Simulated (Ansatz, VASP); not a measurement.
Two plane-wave programs on As

```xyz
2
Lattice="3.5200 0.0000 0.0000 -1.7600 3.0484 0.0000 0.0000 0.0000 28.0000" Properties=species:S:1:pos:R:3 pbc="T T T"
As    0.0000    2.0323   15.0360
As    1.7600    1.0161   12.9640
```

Alike in both runs: task single point; functional LDA; k mesh 9 × 9 × 1; occupations gaussian, width 0.02 eV; no spin polarisation.

```csv
,VASP,Ansatz
version,VASP 6.6.1,Ansatz 0.2.0
potentials or method,"VASP PAW LDA potentials, release 64 (As), cutoff 520 eV","scalar-relativistic, plane waves, PAW"
valence electrons in the cell,10,30
```

Ansatz gave:

* gap on the k mesh at the Fermi level (eV): none
* rms of the force components (eV/Å): 1.961

Which values does VASP return?

gap on the k mesh at the Fermi level (eV): none; rms of the force components (eV/Å): 1.959.

LDA's correlation is that of Perdew and Zunger in VASP and of Perdew and Wang (1992) in Ansatz. Atom by atom the forces differ by 0.002 eV/Å (rms over components). A gap of «none» marks a metal or a gap that the smearing closes. VASP's potentials hold 10 valence electrons a cell and Ansatz's 30, so a difference there can come from the potentials and not from the codes.
